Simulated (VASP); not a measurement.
# LaB6 (Pm-3m) in VASP: further runs

The runs below take LaB6 through relaxation of cell and atoms, with PBE, PBEsol, LDA, r2SCAN.

Everything below comes from runs of VASP 6.6.1. Logs are shortened: lines on timing, memory, paths and dates and some standing lists are left out, and cuts for length are marked.

### 1 The cell of the first run

Symmetry: Pm-3m, No. 221, cubic system. The conventional cell has a = 4.157 Å, b = 4.157 Å, c = 4.157 Å, α = 90.00°, β = 90.00°, γ = 90.00°. Within 4.2 Å of La (site symmetry m-3m) lie 24 B at 3.05 Å and 6 La at 4.16 Å. B (site symmetry 4mm) has 5 B at 1.64 to 1.78 Å within 2.2 Å.

### 2 Relaxation of cell and atoms, PBE

Input file INCAR:

```
ALGO     = Normal         # electronic algorithm
EDIFF    = 1E-6           # SCF threshold, eV
EDIFFG   = -0.01          # ionic threshold
ENCUT    = 600            # plane-wave cutoff, eV
GGA      = PE             # functional
IBRION   = 2              # ionic algorithm
ISIF     = 3              # what is computed and relaxed
ISMEAR   = -1             # smearing method
LASPH    = True           # aspherical terms in the spheres
LCHARG   = False          # write CHGCAR
LREAL    = False          # projectors in reciprocal space
LWAVE    = False          # write WAVECAR
NELM     = 100            # most SCF steps
NSW      = 80             # ionic steps
PREC     = Accurate       # precision mode
SIGMA    = 0.1            # smearing width, eV
```

Input file KPOINTS:

```
k-points
0
Gamma
  8 8 8
```

Input file POSCAR:

```
LaB6
1.0
    4.1570000000      0.0000000000      0.0000000000
    0.0000000000      4.1570000000      0.0000000000
    0.0000000000      0.0000000000      4.1570000000
La B
1 6
Direct
    0.0000000000      0.0000000000      0.0000000000
    0.1975000000      0.5000000000      0.5000000000
    0.5000000000      0.1975000000      0.5000000000
    0.8025000000      0.5000000000      0.5000000000
    0.5000000000      0.8025000000      0.5000000000
    0.5000000000      0.5000000000      0.1975000000
    0.5000000000      0.5000000000      0.8025000000
```

Potentials or basis: VASP PAW PBE potentials, release 64 (La, B).

Command:

```sh
> cat potpaw_PBE.64/La/POTCAR potpaw_PBE.64/B/POTCAR > POTCAR
> mpirun -np 1 vasp_std > vasp.out
```

OUTCAR:

```text
EDIFF = 1E-6
   EDIFFG = -0.01
   ENCUT = 600
   GGA = PE
   IBRION = 2
   ISIF = 3
   ISMEAR = -1
   LASPH = True
   LREAL = False
   NELM = 100
   NSW = 80
   PREC = Accurate

 ion  position               nearest neighbor table
   1  0.000  0.000  0.000-
   2  0.197  0.500  0.500-   4 1.64   3 1.78   5 1.78   6 1.78   7 1.78
   3  0.500  0.197  0.500-   5 1.64   4 1.78   2 1.78   6 1.78   7 1.78
   4  0.803  0.500  0.500-   2 1.64   3 1.78   5 1.78   6 1.78   7 1.78
   5  0.500  0.803  0.500-   3 1.64   2 1.78   4 1.78   6 1.78   7 1.78
   6  0.500  0.500  0.197-   7 1.64   3 1.78   4 1.78   5 1.78   2 1.78
   7  0.500  0.500  0.803-   6 1.64   3 1.78   4 1.78   5 1.78   2 1.78

  LATTYP: Found a simple cubic cell.
 ALAT       =     4.1570000000

  Lattice vectors:

 A1 = (   4.1570000000,   0.0000000000,   0.0000000000)
 A2 = (   0.0000000000,   4.1570000000,   0.0000000000)
 A3 = (   0.0000000000,   0.0000000000,   4.1570000000)

Analysis of symmetry for initial positions (statically):
=====================================================================
 Subroutine PRICEL returns:
 Original cell was already a primitive cell.

 Routine SETGRP: Setting up the symmetry group for a
 simple cubic supercell.

 Subroutine GETGRP returns: Found 48 space group operations
 (whereof 48 operations were pure point group operations)
 out of a pool of 48 trial point group operations.

The static configuration has the point symmetry O_h .

Analysis of symmetry for dynamics (positions and initial velocities):
=====================================================================
 Subroutine PRICEL returns:
 Original cell was already a primitive cell.

 Routine SETGRP: Setting up the symmetry group for a
 simple cubic supercell.

 Subroutine GETGRP returns: Found 48 space group operations
 (whereof 48 operations were pure point group operations)
 out of a pool of 48 trial point group operations.

The dynamic configuration has the point symmetry O_h .

 Subroutine INISYM returns: Found 48 space group operations
 (whereof 48 operations are pure point group operations),
 and found     1 'primitive' translations

----------------------------------------------------------------------------------------

                                     Primitive cell

  volume of cell :      71.8357

  direct lattice vectors                    reciprocal lattice vectors
     4.157000000  0.000000000  0.000000000     0.240558095  0.000000000  0.000000000
     0.000000000  4.157000000  0.000000000     0.000000000  0.240558095  0.000000000
     0.000000000  0.000000000  4.157000000     0.000000000  0.000000000  0.240558095

  length of vectors
     4.157000000  4.157000000  4.157000000     0.240558095  0.240558095  0.240558095

  position of ions in fractional coordinates (direct lattice)
     0.000000000  0.000000000  0.000000000
     0.197500000  0.500000000  0.500000000
     0.500000000  0.197500000  0.500000000
     0.802500000  0.500000000  0.500000000
     0.500000000  0.802500000  0.500000000
     0.500000000  0.500000000  0.197500000
     0.500000000  0.500000000  0.802500000

  ion indices of the primitive-cell ions
   primitive index   ion index
                 1           1
                 2           2
                 3           3
                 4           4
                 5           5
                 6           6
                 7           7

----------------------------------------------------------------------------------------

 KPOINTS: k-points

Automatic generation of k-mesh.
 Grid dimensions read from file:
 generate k-points for:    8    8    8

 Generating k-lattice:

  Cartesian coordinates                     Fractional coordinates (reciprocal lattice)
     0.030069762  0.000000000  0.000000000     0.125000000  0.000000000  0.000000000
     0.000000000  0.030069762  0.000000000     0.000000000  0.125000000  0.000000000
     0.000000000  0.000000000  0.030069762     0.000000000  0.000000000  0.125000000

  Length of vectors
     0.030069762  0.030069762  0.030069762

  Shift w.r.t. Gamma in fractional coordinates (k-lattice)
     0.000000000  0.000000000  0.000000000

 Subroutine IBZKPT returns following result:
 ===========================================

 Found     35 irreducible k-points:

 Following reciprocal coordinates:
            Coordinates               Weight
  0.000000  0.000000  0.000000      1.000000
  0.125000  0.000000  0.000000      6.000000
  0.250000  0.000000  0.000000      6.000000
  0.375000  0.000000  0.000000      6.000000
  0.500000  0.000000  0.000000      3.000000
  0.125000  0.125000  0.000000     12.000000
[... 16 lines left out ...]
  0.375000  0.375000  0.125000     24.000000
  0.500000  0.375000  0.125000     24.000000
 [... further k-points ...]
   k-points           NKPTS =     35   k-points in BZ     NKDIM =     35   number of bands    NBANDS=     18
   number of dos      NEDOS =    301   number of ions     NIONS =      7
   total plane-waves  NPLWV =  46656
   dimension x,y,z NGX =    36 NGY =   36 NGZ =   36
   dimension x,y,z NGXF=    72 NGYF=   72 NGZF=   72
   ions per type =               1   6
   NGX,Y,Z   is equivalent  to a cutoff of  14.40, 14.40, 14.40 a.u.
   NGXF,Y,Z  is equivalent  to a cutoff of  28.79, 28.79, 28.79 a.u.
 SYSTEM =  unknown system
   PREC   = accura    normal or accurate (medium, high low for compatibility)
   ISTART =      0    job   : 0-new  1-cont  2-samecut
   ICHARG =      2    charge: 1-file 2-atom 10-const
   ISPIN  =      1    spin polarized calculation?
   LNONCOLLINEAR =      F non collinear calculations
   LSORBIT =      F    spin-orbit coupling
   LASPH  =      T    aspherical Exc in radial PAW
   ENCUT  =  600.0 eV  44.10 Ry    6.64 a.u.   8.30  8.30  8.30*2*pi/ulx,y,z
   NELM   =    100;   NELMIN=  2; NELMDL= -5     # of ELM steps
   EDIFF  = 0.1E-05   stopping-criterion for ELM
   LREAL  =      F    real-space projection
   EDIFFG = -.1E-01   stopping-criterion for IOM
   NSW    =     80    number of steps for IOM
   IBRION =      2    ionic relax: 0-MD 1-quasi-New 2-CG
   NFREE  =      1    steps in history (QN), initial steepest desc. (CG)
   ISIF   =      3    stress and relaxation
   ISYM   =      2    0-nonsym 1-usesym 2-fastsym
   POTIM  = 0.5000    time-step for ionic-motion
   TEBEG  =    0.0;   TEEND  =   0.0 temperature during run
   PSTRESS=    0.0 pullay stress
   NELECT =      29.0000    total number of electrons
   NUPDOWN=      -1.0000    fix difference up-down
   EMIN   =  10.00;   EMAX   =-10.00  energy-range for DOS
   EFERMI =   0.00;   METHOD = LEGACY
   ISMEAR =    -1;   SIGMA  =   0.10  broadening in eV -4-tet -1-fermi 0-gaus
   EFERMI_NEDOS =   21; number of points for ismear=-14 and -15
   IALGO  =     38    algorithm
   IMIX   =      4    mixing-type and parameters
     AMIX     =   0.40;   BMIX     =  1.00
     AMIX_MAG =   1.60;   BMIX_MAG =  1.00
  volume/ion in A,a.u.               =      10.26        69.25
  Fermi-wavevector in a.u.,A,eV,Ry     =   1.209932  2.286439 19.918037  1.463934
  Thomas-Fermi vector in A             =   2.345494
   LORBIT       =      0    0 simple, 1 ext, 2 COOP (PROOUT), +10 PAW based schemes
   GGA     = PE    functional components
   LHFCALC =     F    Hartree Fock is set to
   AEXX    =    0.0000 exact exchange contribution
   IVDW    =     0    specifies the selected vdW correction
   LEPSILON=     F    determine dielectric tensor
   LRPA    =     F    only Hartree local field effects (RPA)
 conjugate gradient relaxation of ions
 non-spin polarized calculation
  energy-cutoff  :      600.00
  volume of cell :       71.84
 maximum number of plane-waves:      2440
 NGX is ok and might be reduce to    36
   NGX = 17   NGY = 17   NGZ = 17

--------------------------------------- Ionic step        1  -------------------------------------------

 number of electron      29.0000000 magnetization

 Free energy of the ion-electron system (eV)
  ---------------------------------------------------
  ext. energy  EPLUGINS =         0.00000000
  ---------------------------------------------------
  free energy    TOTEN  =       -49.05509445 eV

  energy without entropy =      -49.02918600  energy(sigma->0) =      -49.04214022

------------------------ aborting loop because EDIFF is reached ----------------------------------------

  FORCE on cell =-STRESS in cart. coord.  units (eV):
  Direction    XX          YY          ZZ          XY          YZ          ZX
  --------------------------------------------------------------------------------------
  -------------------------------------------------------------------------------------
  Total       -0.3307037     -0.3307037     -0.3307037      0.0000000      0.0000000     -0.0000000
  in kB       -7.3758071     -7.3758071     -7.3758071      0.0000000      0.0000000     -0.0000000
  external PRESSURE =      -7.3758071 kB  Pullay stress =       0.0000000 kB
[... 67 lines left out ...]
  energy  without entropy=      -48.9724445098  energy(sigma->0) =      -48.98549658

--------------------------------------- Ionic step        3  -------------------------------------------

 number of electron      29.0000000 magnetization

 Free energy of the ion-electron system (eV)
  ---------------------------------------------------
  ext. energy  EPLUGINS =         0.00000000
  ---------------------------------------------------
  free energy    TOTEN  =       -49.07209613 eV

  energy without entropy =      -49.04601149  energy(sigma->0) =      -49.05905381

 E-fermi :   8.5348     XC(G=0): -11.2617

 val. band max:        8.5255453857   @ k =   0.2500   0.2500   0.0000
 cond. band min:       8.5627917219   @ k =   0.1250   0.1250   0.0000
 fundamental gap:      0.0372463362
 Fermi energy:         8.5348302859

 k-point     1 :       0.0000    0.0000    0.0000
  band No.  band energies     occupation
      1     -24.4913      2.00000
      2      -8.2177      2.00000
      3      -8.2177      2.00000
      4      -8.2177      2.00000
      5      -6.9527      2.00000
      6       0.6710      2.00000
[... 10 lines left out ...]
     17       8.7900      0.14463
     18      10.0887      0.00000
[... 466 lines left out ...]
      2      -8.6798      2.00000
      3      -8.5573      2.00000
      4      -8.1478      2.00000
      5      -6.3208      2.00000
      6      -1.0626      2.00000
[... 10 lines left out ...]
     17      10.4648      0.00000
     18      10.4761      0.00000

 [... further k-points ...]
[... 5 lines left out ...]
  --------------------------------------------------------------------------------------
  -------------------------------------------------------------------------------------
  Total        0.0126602      0.0126602      0.0126602      0.0000000      0.0000000     -0.0000000
  in kB        0.2829950      0.2829950      0.2829950      0.0000000      0.0000000     -0.0000000
  external PRESSURE =       0.2829950 kB  Pullay stress =       0.0000000 kB
[... 22 lines left out ...]
  FREE ENERGIE OF THE ION-ELECTRON SYSTEM (eV)
  ---------------------------------------------------
  free  energy   TOTEN  =       -49.0720961331 eV

  energy  without entropy=      -49.0460114914  energy(sigma->0) =      -49.05905381

 reached required accuracy - stopping structural energy minimisation
```

Wall time 2.9 min (1 thread of Oxide Virtual Turin-like, shared host); peak memory 0.22 GiB.

What came out:

```yaml
Free_energy: -49.0721 eV
Relaxed_volume: 10.24 Å³/atom
Relaxed_cell: a = 4.154 Å, b = 4.154 Å, c = 4.154 Å, α = 90.00°, β = 90.00°, γ = 90.00°
Space_group_after_relaxing_to_0.1_Å: Pm-3m (No. 221)
Energy_gained_by_relaxing: 2.4 meV/atom
Ionic_steps: 3
Pressure_after_relaxing: 0.0 GPa
Band_gap_on_the_k_mesh: zero (an odd number of electrons rules out a gap without spin polarisation)
```

Step by step:
```
step  energy change (eV)  largest force (eV/Å)  pressure (GPa)  volume (Å³)
   1              0.0000                0.5946           -0.74        71.84
   2              0.0565                1.2343            2.14        71.35
   3             -0.0170                0.0013            0.03        71.68
```

Final structure:
```xyz
7
Lattice="4.1539 0.0000 0.0000 0.0000 4.1539 0.0000 0.0000 0.0000 4.1539" Properties=species:S:1:pos:R:3 pbc="T T T"
La    4.1539    0.0000    4.1539
B     0.8297    2.0770    2.0770
B     2.0770    0.8297    2.0770
B     3.3242    2.0770    2.0770
B     2.0770    3.3242    2.0770
B     2.0770    2.0770    0.8297
B     2.0770    2.0770    3.3242
```

Levels at points of the mesh, in eV from the Fermi level:
```tsv
k point	band 12	band 13	band 14	band 15	band 16	band 17
(0.00, 0.00, 0.00)	-1.82	-1.82	-1.82	0.26	0.26	0.26
(0.50, 0.00, 0.00)	-3.41	-3.14	-2.42	-1.43	1.50	1.62
(0.50, 0.50, 0.00)	-4.40	-2.84	-2.84	1.06	1.06	1.99
(0.50, 0.50, 0.50)	-2.35	-2.35	-2.35	1.51	1.79	1.79
```

Caveat: spin-orbit coupling is left out, which moves the levels of the heavy elements; an odd number of electrons without spin polarisation forces a metal; a magnetic or distorted state may lie lower.

[end of part 1 of 2]

The gap in the log of VASP goes by the Fermi energy; the results here count the filled bands.